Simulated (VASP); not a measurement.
# CdS in VASP: further runs

The runs below take CdS through single point, with PBE.

All numbers are computed with VASP 6.6.1; they aren't measurements. Logs are shortened: lines on timing, memory, paths and dates and some standing lists are left out, and cuts for length are marked.

## 1. The cell of the first run

The structure is hexagonal, space group P6_3/mmc (No. 194). The conventional cell has a = 4.043 Å, b = 4.043 Å, c = 6.202 Å, α = 90.00°, β = 90.00°, γ = 120.00°. Cd (site symmetry -3m) has 6 S at 2.80 Å and 2 Cd at 3.10 Å within 3.7 Å. Within 3.7 Å of S (site symmetry -6m2) lie 6 Cd at 2.80 Å.

The cell was built from a structure type or drawn by symmetry, and may not be a known phase.

## 2. Single point, PBE

Contents of INCAR:

```
SYSTEM = CdS
PREC     = Accurate       ! precision mode
ENCUT    = 520            ! plane-wave cutoff, eV
EDIFF    = 1E-6           ! SCF threshold, eV
ISMEAR   = 0              ! smearing method
SIGMA    = 0.1            ! smearing width, eV
LREAL    = .FALSE.        ! projectors in reciprocal space
LASPH    = .TRUE.         ! aspherical terms in the spheres
NELM     = 80             ! most SCF steps
ALGO     = Normal         ! electronic algorithm
ISIF     = 2              ! what is computed and relaxed
LWAVE    = .FALSE.        ! write WAVECAR
LCHARG   = .TRUE.         ! write CHGCAR
GGA      = PE             ! functional
LELF     = .TRUE.         ! ELF
LVHAR    = .TRUE.       
NBANDS   = 26             ! bands
```

Contents of KPOINTS:

```
Automatic mesh
0
G
  6 6 4
  0 0 0
```

Contents of POSCAR:

```
CdS
1.0
    4.0430665000      0.0000000000      0.0000000000
   -2.0215332500      3.5013983000      0.0000000000
    0.0000000000      0.0000000000      6.2019113700
Cd S
2 2
Direct
    0.0000000000      0.0000000000      0.0000000000
    0.0000000000      0.0000000000      0.5000000000
    0.3333333300      0.6666666700      0.2500000000
    0.6666666700      0.3333333300      0.7500000000
```

Potentials or basis: VASP PAW PBE potentials, release 64 (Cd, S).

Launch:

```
cat potpaw_PBE.64/Cd/POTCAR potpaw_PBE.64/S/POTCAR > POTCAR
mpirun -np 1 vasp_std > vasp.out
```

OUTCAR:

```text
SYSTEM = CdS
   PREC = Accurate
   ENCUT = 520
   EDIFF = 1E-6
   ISMEAR = 0
   LREAL = .FALSE.
   LASPH = .TRUE.
   NELM = 80
   ISIF = 2
   GGA = PE

 ion  position               nearest neighbor table
   1  0.000  0.000  0.000-   3 2.80   4 2.80   4 2.80   3 2.80   4 2.80   3 2.80   2 3.10   2 3.10

   2  0.000  0.000  0.500-   3 2.80   4 2.80   4 2.80   3 2.80   4 2.80   3 2.80   1 3.10   1 3.10

   3  0.333  0.667  0.250-   1 2.80   2 2.80   1 2.80   2 2.80   1 2.80   2 2.80
   4  0.667  0.333  0.750-   1 2.80   2 2.80   1 2.80   2 2.80   1 2.80   2 2.80

  LATTYP: Found a hexagonal cell.
 ALAT       =     4.0430665000
 C/A-ratio  =     1.5339622462

  Lattice vectors:

 A1 = (   4.0430665000,   0.0000000000,   0.0000000000)
 A2 = (  -2.0215332500,   3.5013983000,   0.0000000000)
 A3 = (   0.0000000000,   0.0000000000,   6.2019113700)

Analysis of symmetry for initial positions (statically):
=====================================================================
 Subroutine PRICEL returns:
 Original cell was already a primitive cell.

 Routine SETGRP: Setting up the symmetry group for a
 hexagonal supercell.

 Subroutine GETGRP returns: Found 24 space group operations
 (whereof 12 operations were pure point group operations)
 out of a pool of 24 trial point group operations.

The static configuration has the point symmetry D_3d.
 The point group associated with its full space group is D_6h.

Analysis of symmetry for dynamics (positions and initial velocities):
=====================================================================
 Subroutine PRICEL returns:
 Original cell was already a primitive cell.

 Routine SETGRP: Setting up the symmetry group for a
 hexagonal supercell.

 Subroutine GETGRP returns: Found 24 space group operations
 (whereof 12 operations were pure point group operations)
 out of a pool of 24 trial point group operations.

The dynamic configuration has the point symmetry D_3d.
 The point group associated with its full space group is D_6h.

 Subroutine INISYM returns: Found 24 space group operations
 (whereof 12 operations are pure point group operations),
 and found     1 'primitive' translations

----------------------------------------------------------------------------------------

                                     Primitive cell

  volume of cell :      87.7967

  direct lattice vectors                    reciprocal lattice vectors
     4.043066500  0.000000000  0.000000000     0.247337015  0.142800092  0.000000000
    -2.021533250  3.501398300  0.000000000     0.000000000  0.285600184  0.000000000
     0.000000000  0.000000000  6.201911370     0.000000000  0.000000000  0.161240614

  length of vectors
     4.043066500  4.043066502  6.201911370     0.285600184  0.285600184  0.161240614

  position of ions in fractional coordinates (direct lattice)
     0.000000000  0.000000000  0.000000000
     0.000000000  0.000000000  0.500000000
     0.333333330  0.666666670  0.250000000
     0.666666670  0.333333330  0.750000000

  ion indices of the primitive-cell ions
   primitive index   ion index
                 1           1
                 2           2
                 3           3
                 4           4

----------------------------------------------------------------------------------------

 KPOINTS: Automatic mesh

Automatic generation of k-mesh.
 Grid dimensions read from file:
 generate k-points for:    6    6    4

 Generating k-lattice:

  Cartesian coordinates                     Fractional coordinates (reciprocal lattice)
     0.041222836  0.023800015  0.000000000     0.166666667  0.000000000  0.000000000
     0.000000000  0.047600031  0.000000000     0.000000000  0.166666667  0.000000000
     0.000000000  0.000000000  0.040310154     0.000000000  0.000000000  0.250000000

  Length of vectors
     0.047600031  0.047600031  0.040310154

  Shift w.r.t. Gamma in fractional coordinates (k-lattice)
     0.000000000  0.000000000  0.000000000

 Subroutine IBZKPT returns following result:
 ===========================================

 Found     21 irreducible k-points:

 Following reciprocal coordinates:
            Coordinates               Weight
  0.000000  0.000000  0.000000      1.000000
  0.166667  0.000000  0.000000      6.000000
  0.333333  0.000000  0.000000      6.000000
  0.500000  0.000000  0.000000      3.000000
  0.166667  0.166667  0.000000      6.000000
  0.333333  0.166667  0.000000     12.000000
[... 13 lines left out ...]
  0.333333  0.166667  0.500000     12.000000
  0.333333  0.333333  0.500000      2.000000
   k-points           NKPTS =     21   k-points in BZ     NKDIM =     21   number of bands    NBANDS=     26
   number of dos      NEDOS =    301   number of ions     NIONS =      4
   total plane-waves  NPLWV =  43200
   dimension x,y,z NGX =    30 NGY =   30 NGZ =   48
   dimension x,y,z NGXF=    60 NGYF=   60 NGZF=   96
   ions per type =               2   2
[... 36 lines left out ...]
   LORBIT       =      0    0 simple, 1 ext, 2 COOP (PROOUT), +10 PAW based schemes
   GGA     = PE    functional components
   LHFCALC =     F    Hartree Fock is set to
   AEXX    =    0.0000 exact exchange contribution
   IVDW    =     0    specifies the selected vdW correction
   LEPSILON=     F    determine dielectric tensor
   LRPA    =     F    only Hartree local field effects (RPA)
 non-spin polarized calculation
 Gauss-broadening in eV      SIGMA  =   0.10
  energy-cutoff  :      520.00
  volume of cell :       87.80
 maximum number of plane-waves:      2387
   NGX = 15   NGY = 15   NGZ = 23

 number of electron      36.0000003 magnetization

 Free energy of the ion-electron system (eV)
  ---------------------------------------------------
  ext. energy  EPLUGINS =         0.00000000
  ---------------------------------------------------
  free energy    TOTEN  =       -11.47923687 eV

  energy without entropy =      -11.47901337  energy(sigma->0) =      -11.47912512

 E-fermi :   2.3993     XC(G=0): -10.0156

 val. band max:        2.2218631200   @ k =   0.5000   0.0000   0.0000
 cond. band min:       2.5193790235   @ k =   0.0000   0.0000   0.0000
 fundamental gap:      0.2975159035
 Fermi energy:         2.3993209114

 k-point     1 :       0.0000    0.0000    0.0000
  band No.  band energies     occupation
      1     -10.1213      2.00000
      2      -9.0508      2.00000
      3      -5.8675      2.00000
      4      -5.7035      2.00000
      5      -5.7035      2.00000
      6      -5.3717      2.00000
[... 18 lines left out ...]
     25      10.9241      0.00000
     26      11.5548      0.00000

 k-point     2 :       0.1667    0.0000    0.0000
  band No.  band energies     occupation
      1      -9.9481      2.00000
      2      -9.1008      2.00000
      3      -5.8639      2.00000
      4      -5.7037      2.00000
      5      -5.4958      2.00000
      6      -5.3874      2.00000
[... 18 lines left out ...]
     25      10.1440      0.00000
     26      10.7249      0.00000

 k-point     3 :       0.3333    0.0000    0.0000
  band No.  band energies     occupation
      1      -9.5539      2.00000
      2      -9.1822      2.00000
      3      -5.8739      2.00000
      4      -5.7232      2.00000
      5      -5.4936      2.00000
      6      -5.4300      2.00000
[... 18 lines left out ...]
     25      10.2245      0.00000
     26      11.1534      0.00000

 k-point     4 :       0.5000    0.0000    0.0000
  band No.  band energies     occupation
      1      -9.3571      2.00000
      2      -9.1773      2.00000
      3      -5.8992      2.00000
      4      -5.7388      2.00000
      5      -5.5485      2.00000
      6      -5.4791      2.00000
[... 18 lines left out ...]
     25      10.2321      0.00000
     26      12.5702      0.00000
[... 409 lines left out ...]
      1      -9.4117      2.00000
      2      -9.4117      2.00000
      3      -5.4837      2.00000
      4      -5.4837      2.00000
      5      -5.4152      2.00000
      6      -5.4152      2.00000
[... 18 lines left out ...]
     25      10.5514      0.00000
     26      10.5514      0.00000

 k-point    20 :       0.3333    0.1667    0.5000
  band No.  band energies     occupation
      1      -9.2666      2.00000
      2      -9.2666      2.00000
      3      -5.5113      2.00000
      4      -5.5113      2.00000
      5      -5.3976      2.00000
      6      -5.3976      2.00000
[... 18 lines left out ...]
     25      10.9587      0.00000
     26      10.9587      0.00000

 k-point    21 :       0.3333    0.3333    0.5000
  band No.  band energies     occupation
      1      -9.2195      2.00000
      2      -9.2195      2.00000
      3      -5.5554      2.00000
      4      -5.5554      2.00000
      5      -5.3791      2.00000
      6      -5.3791      2.00000
[... 18 lines left out ...]
     25      10.8321      0.00000
     26      10.8321      0.00000

------------------------ aborting loop because EDIFF is reached ----------------------------------------

  FORCE on cell =-STRESS in cart. coord.  units (eV):
  Direction    XX          YY          ZZ          XY          YZ          ZX
  --------------------------------------------------------------------------------------
  -------------------------------------------------------------------------------------
  Total       -2.0627017     -2.0627017      0.9933859      0.0000000      0.0000000     -0.0000000
  in kB      -37.6416840    -37.6416841     18.1280301      0.0000000      0.0000000     -0.0000000
  external PRESSURE =     -19.0517793 kB  Pullay stress =       0.0000000 kB

 VOLUME and BASIS-vectors are now :
 -----------------------------------------------------------------------------
  energy-cutoff  :      520.00
  volume of cell :       87.80
      direct lattice vectors                 reciprocal lattice vectors
     4.043066500  0.000000000  0.000000000     0.247337015  0.142800092  0.000000000
    -2.021533250  3.501398300  0.000000000     0.000000000  0.285600184  0.000000000
     0.000000000  0.000000000  6.201911370     0.000000000  0.000000000  0.161240614

 POSITION                                       TOTAL-FORCE (eV/Angst)
 -----------------------------------------------------------------------------------
      0.00000      0.00000      0.00000         0.000000      0.000000      0.000000
      0.00000      0.00000      3.10096         0.000000      0.000000      0.000000
     -0.00000      2.33427      1.55048         0.000000      0.000000     -0.000000
      2.02153      1.16713      4.65143        -0.000000     -0.000000      0.000000
 -----------------------------------------------------------------------------------
    total drift:                                0.000000     -0.000000      0.000000

  FREE ENERGIE OF THE ION-ELECTRON SYSTEM (eV)
  ---------------------------------------------------
  free  energy   TOTEN  =       -11.4792368748 eV

  energy  without entropy=      -11.4790133697  energy(sigma->0) =      -11.47912512
```

Wall time 47 s (1 thread of Intel Xeon Platinum 8488C (Sapphire Rapids), shared host); peak memory 0.21 GiB.

What came out:

```
Free energy            : -11.4792 eV
Pressure               : -1.9 GPa
Band gap on the k mesh : 0.30 eV (least direct gap 0.43 eV)
```

A k mesh can miss the band edges.

## 3. Single point, PBE

This run uses another cell than the first one: it holds 8 atoms, not 4.

Contents of INCAR:

```
PREC = Accurate
ENCUT = 520
EDIFF = 1E-7
ISMEAR = 0
SIGMA = 0.1
LREAL = F
LASPH = T
NELM = 60
ALGO = Normal
ISIF = 2
LWAVE = F
LCHARG = F
GGA = PE
NBANDS = 46
```

Contents of KPOINTS:

```
Automatic mesh
0
Gamma
  4 2 2
```

Contents of POSCAR:

```
CdS
1.0
   -1.9387911818      3.3580848322      0.0000000000
    0.0000000000      0.0000000000      6.4775172545
    5.8163735455      3.3580848322      0.0000000000
Cd S
4 4
Direct
    0.5000000000      1.0000000000      0.5000000000
    0.0000000000      1.0000000000      0.0000000000
    1.0000000000      0.5000000000      0.0000000000
    0.5000000000      0.5000000000      0.5000000000
    0.5000000000      0.2500000000      0.1666666667
    1.0000000000      0.2500000000      0.6666666667
    1.0000000000      0.7500000000      0.3333333333
    0.5000000000      0.7500000000      0.8333333333
```

Potentials or basis: VASP PAW PBE potentials, release 64 (Cd, S).

Launch:

```
cat potpaw_PBE.64/Cd/POTCAR potpaw_PBE.64/S/POTCAR > POTCAR
mpirun -np 1 vasp_std > vasp.out
```

It took 2.2 min on 1 thread of Intel Xeon Platinum 8488C (Sapphire Rapids), shared host; peak memory 0.28 GiB.

Results (log left out):

```
Free energy            : -23.0989 eV
Pressure               : 0.3 GPa
Largest force          : 0.013 eV/Å
Band gap on the k mesh : 0.53 eV
```

Forces in eV/Å, atoms in the order of the input:
```
Cd   0.000  0.000  0.000
Cd   0.000  0.000  0.000
Cd   0.000  0.000  0.000
Cd   0.000  0.000  0.000
S    0.011  0.006  0.000
S    0.011  0.006  0.000
S   -0.011 -0.006  0.000
S   -0.011 -0.006  0.000
```

Stress tensor (GPa, compression positive):
```
 0.39 -0.08  0.00
-0.08  0.48  0.00
 0.00  0.00  0.15
```

Levels at points of the mesh, in eV from the valence-band top:
```tsv
k point	band 32	band 33	band 34	band 35	band 36	band 37	band 38	band 39	band 40	band 41
(0.00, 0.00, 0.00)	-0.72	-0.72	-0.04	0.00	0.00	0.53	2.50	3.42	3.71	3.80
(0.50, 0.00, 0.00)	-1.66	-1.62	-1.62	-1.02	-1.02	1.70	1.70	4.69	4.69	6.04
(0.00, 0.50, 0.00)	-1.12	-0.33	-0.33	-0.33	-0.33	2.10	2.10	2.96	2.96	5.93
(0.50, 0.50, 0.00)	-2.65	-0.62	-0.62	-0.62	-0.62	3.29	3.29	3.29	3.29	5.27
(0.00, 0.00, 0.50)	-1.41	-0.62	-0.62	-0.02	-0.02	2.99	2.99	3.95	3.95	4.49
(0.50, 0.00, 0.50)	-1.99	-1.45	-1.45	-0.04	-0.04	2.50	2.50	3.72	3.72	3.80
(0.00, 0.50, 0.50)	-1.69	-0.75	-0.75	-0.75	-0.75	3.27	3.27	3.27	3.27	6.60
(0.50, 0.50, 0.50)	-1.29	-1.12	-1.12	-1.12	-1.12	2.10	2.10	2.10	2.10	5.93
```

Caveat: the k points lie up to 0.48 Å⁻¹ apart.

## 4. Single point, PBE

This run uses another cell than the first one: it holds 8 atoms, not 4.

Contents of INCAR:

```
ALGO     = Normal         # electronic algorithm
EDIFF    = 1E-7           # SCF threshold, eV
ENCUT    = 520            # plane-wave cutoff, eV
GGA      = PE             # functional
ISIF     = 2              # what is computed and relaxed
ISMEAR   = 0              # smearing method
LASPH    = True           # aspherical terms in the spheres
LCHARG   = False          # write CHGCAR
LREAL    = False          # projectors in reciprocal space
LWAVE    = False          # write WAVECAR
NBANDS   = 46             # bands
NELM     = 80             # most SCF steps
PREC     = Accurate       # precision mode
SIGMA    = 0.1            # smearing width, eV
```

Contents of KPOINTS:

```
k-points
0
Gamma
  4 2 2
```

Contents of POSCAR:

```
CdS
1.0
   -1.9498175073      3.3722358475     -0.0534553216
    0.0374244487     -0.0869160498      6.4623124204
    5.8105657732      3.3493971764     -0.0101299898
Cd S
4 4
Direct
    0.4993839399      1.0002243557      0.5002864681
   -0.0001062086      0.9999067743      0.0001261238
    1.0003414640      0.4999454179     -0.0000965243
    0.4999803101      0.5001893732      0.4997325358
    0.5003346077      0.2499040823      0.1675164422
    0.9998136821      0.2499597332      0.6675358862
    1.0001977909      0.7499837136      0.3324608412
    0.5000544141      0.7498865499      0.8324382270
```

Launch:

```
cat potpaw_PBE.64/Cd/POTCAR potpaw_PBE.64/S/POTCAR > POTCAR
mpirun -np 1 vasp_std > vasp.out
```

Wall time 2.4 min (1 thread of Intel Xeon Platinum 8488C (Sapphire Rapids), shared host); peak memory 0.28 GiB.

It converged, with:

| Quantity | Value |
| --- | --- |
| Free energy | -23.0989 eV |
| Pressure | 0.4 GPa |
| Band gap on the k mesh | 0.53 eV |

Forces in eV/Å, atoms in the order of the input:
```
Cd  -0.002  0.001 -0.001
Cd  -0.001  0.001  0.001
Cd   0.001  0.000 -0.001
Cd   0.002  0.000 -0.001
S    0.002 -0.002  0.000
S    0.001  0.001  0.001
S   -0.001 -0.001  0.000
S   -0.001  0.000  0.001
```

Stress tensor (GPa, compression positive):
```
 0.34  0.00 -0.03
 0.00  0.38  0.07
-0.03  0.07  0.38
```

Levels at points of the mesh, in eV from the valence-band top:
```csv
k point,band 34,band 35,band 36,band 37,band 38,band 39
"(0.00, 0.00, 0.00)",-0.08,-0.03,0.00,0.53,2.47,3.39
"(0.50, 0.00, 0.00)",-1.64,-1.04,-1.04,1.73,1.73,4.67
"(0.00, 0.50, 0.00)",-0.41,-0.29,-0.29,2.12,2.13,2.94
"(0.50, 0.50, 0.00)",-0.69,-0.53,-0.53,3.30,3.30,3.32
"(0.00, 0.00, 0.50)",-0.59,-0.05,-0.05,2.99,2.99,3.93
"(0.50, 0.00, 0.50)",-1.46,-0.04,-0.04,2.53,2.54,3.70
"(0.00, 0.50, 0.50)",-0.78,-0.77,-0.77,3.26,3.26,3.27
"(0.50, 0.50, 0.50)",-1.14,-1.10,-1.10,2.09,2.09,2.12
```

Caveat: the k points lie up to 0.49 Å⁻¹ apart.

## 5. Single point, PBE

This run uses another cell than the first one, of 21.09 Å³/atom.

Contents of INCAR:

```
SYSTEM = CdS
PREC = Accurate ; ENCUT = 520
EDIFF = 1E-6 ; ISMEAR = 0
SIGMA = 0.02 ; LREAL = .False.
LASPH = .True. ; NELM = 100
ALGO = Normal ; ISIF = 2
LWAVE = .False. ; LCHARG = .True.
GGA = PE ; LELF = .True.
LVHAR = .True. ; NBANDS = 26
```

Contents of KPOINTS:

```
regular mesh
0
Gamma
  12 12 6
  0 0 0
```

Contents of POSCAR:

```
CdS
1.0
    3.8775823637      0.0000000000      0.0000000000
   -1.9387911818      3.3580848322      0.0000000000
    0.0000000000      0.0000000000      6.4775172545
Cd S
2 2
Direct
    0.0000000000      0.0000000000      0.0000000000
    0.0000000000      0.0000000000      0.5000000000
    0.3333333333      0.6666666667      0.2500000000
    0.6666666667      0.3333333333      0.7500000000
```

Launch:

```
cat potpaw_PBE.64/Cd/POTCAR potpaw_PBE.64/S/POTCAR > POTCAR
mpirun -np 1 vasp_std > vasp.out
```

Run time: 3.1 min. Hardware: 1 thread of Intel Xeon Platinum 8488C (Sapphire Rapids), shared host; peak memory 0.29 GiB.

The run converged. Its results:

| Item | Value |
| --- | --- |
| Free energy | -11.5909 eV |
| Pressure | 0.4 GPa |
| Band gap on the k mesh | 0.54 eV |

Levels at points of the mesh, in eV from the valence-band top:
| k point | band 14 | band 15 | band 16 | band 17 | band 18 | band 19 | band 20 | band 21 | band 22 | band 23 |
| --- | --- | --- | --- | --- | --- | --- | --- | --- | --- | --- |
| (0.00, 0.00, 0.00) | -0.83 | -0.72 | -0.72 | 0.00 | 0.00 | 0.54 | 3.43 | 6.74 | 6.74 | 6.96 |
| (0.50, 0.00, 0.00) | -3.60 | -2.96 | -1.99 | -1.44 | -0.04 | 2.51 | 3.72 | 3.81 | 5.93 | 6.94 |
| (0.00, 0.00, 0.50) | -3.42 | -0.33 | -0.33 | -0.33 | -0.33 | 2.97 | 2.97 | 6.79 | 6.79 | 7.19 |
| (0.50, 0.00, 0.50) | -4.52 | -1.28 | -1.28 | -1.12 | -1.12 | 2.11 | 2.11 | 5.94 | 5.94 | 7.88 |

A k mesh can miss the band edges.

## 6. The runs side by side

```tsv
cell	k mesh	smearing	gap on the mesh (eV)	pressure (GPa)
a = 4.043, b = 4.043, c = 6.202 Å, angles 90.0, 90.0, 120.0°, 4 atoms, atomic positions A	6 × 6 × 4	gaussian 0.1 eV	0.30	-1.9
a = 3.878, b = 6.478, c = 6.716 Å, 8 atoms, atomic positions B	4 × 2 × 2	gaussian 0.1 eV	0.53	0.3
a = 3.896, b = 6.463, c = 6.707 Å, angles 90.2, 90.1, 91.6°, 8 atoms, atomic positions B	4 × 2 × 2	gaussian 0.1 eV	0.53	0.4
a = 3.878, b = 3.878, c = 6.478 Å, angles 90.0, 90.0, 120.0°, 4 atoms, atomic positions A	12 × 12 × 6	gaussian 0.02 eV	0.54	0.4
```

Alike in all rows: task single point; level PBE; potentials or basis VASP PAW PBE potentials, release 64 (Cd, S); no spin polarisation; cutoff (eV) 520.

Caveats: some runs use coarse meshes.

Absolute energies hang on the potentials; compare differences alone.
